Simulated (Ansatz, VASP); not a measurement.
## Hf: VASP beside Ansatz

```
Hf
1.0
    -1.66258    1.66258    1.66258
     1.66258   -1.66258    1.66258
     1.66258    1.66258   -1.66258
Hf
1
Cartesian
  0.0000 0.0000 0.0000
```

Change from the starting cell: volume scaled by 0.9, LAPW.

Alike in both runs: task single point; functional LDA; k mesh 17 × 17 × 17; occupations fermi-dirac, width 0.08 eV; no spin polarisation.

```csv
,VASP,Ansatz
version,VASP 6.6.1,Ansatz 0.2.0
potentials or method,"VASP PAW LDA potentials, release 64 (Hf_pv), cutoff 520 eV","all-electron LAPW, scalar-relativistic"
```

Ansatz gave:

| Quantity | Value |
| --- | --- |
| pressure (GPa) | 14.1 |

**Question.** Estimate VASP's values.

**Answer.** Pressure (GPa): 14.3.

LDA's correlation is that of Perdew and Zunger in VASP and of Perdew and Wang (1992) in Ansatz. Ansatz ran all-electron here, and VASP with PAW potentials.

Neither program's run includes spin-orbit coupling.
